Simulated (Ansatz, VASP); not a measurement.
One calculation of Rb, two programs

The input INCAR:

```
SYSTEM = Rb
ALGO     = Normal         ! electronic algorithm
EDIFF    = 1E-7           ! SCF threshold, eV
ENCUT    = 520            ! plane-wave cutoff, eV
GGA      = PE             ! functional
ISIF     = 2              ! what is computed and relaxed
ISMEAR   = 0              ! smearing method
LASPH    = .True.         ! aspherical terms in the spheres
LCHARG   = .False.        ! write CHGCAR
LREAL    = .False.        ! projectors in reciprocal space
LWAVE    = .False.        ! write WAVECAR
NBANDS   = 10             ! bands
NELM     = 80             ! most SCF steps
PREC     = Accurate       ! precision mode
SIGMA    = 0.3            ! smearing width, eV
```

The input KPOINTS:

```
k-points
0
Gamma
  8 8 8
  0 0 0
```

File POSCAR:

```
Rb
1.0
   -2.8359049291      2.8359049291      2.8359049291
    2.8359049291     -2.8359049291      2.8359049291
    2.8359049291      2.8359049291     -2.8359049291
Rb
1
Direct
    0.0000000000      0.0000000000      0.0000000000
```

Input for Ansatz:

```yaml
crystal:
  lattice:
    - [-2.8359049291, 2.8359049291, 2.8359049291]
    - [2.8359049291, -2.8359049291, 2.8359049291]
    - [2.8359049291, 2.8359049291, -2.8359049291]
  atoms:
    - { symbol: Rb, position: [0.0, 0.0, 0.0] }
hamiltonian:
  xc: pbe
  pseudopotentials:
    kind: paw
    azcp:
      Rb: "pseudopotentials/Rb.paw.azcp"
basis:
  ecutwfc: 420
  fft_grid_basis: typed
kpoints:
  mp_grid: { grid: [8, 8, 8], shift: [0, 0, 0] }
magnetization:
  spin_polarized: false
scf:
  occupations: { method: gaussian, width: 0.3 }
  lower_state_search: "off"
output:
  stress: true
  write_density: true
  write_potential: true
  elf: true
  volumetric_format: npy
```

Alike in both runs: task single point; functional PBE; k mesh 8 × 8 × 8; occupations gaussian, width 0.3 eV; no spin polarisation.

|  | VASP | Ansatz |
| --- | --- | --- |
| version | VASP 6.6.1 | Ansatz 0.2.0 |
| potentials or method | VASP PAW PBE potentials, release 64 (Rb_sv), cutoff 520 eV | plane waves (420 eV) with PAW, scalar-relativistic |
| valence electrons in the cell | 9 | 9 |

|  | VASP | Ansatz | Ansatz less VASP |
| --- | --- | --- | --- |
| pressure (GPa) | 0.0 | 0.0 | 0.00 |

With one functional, cell and mesh, what is left measures potentials, basis and numerics.
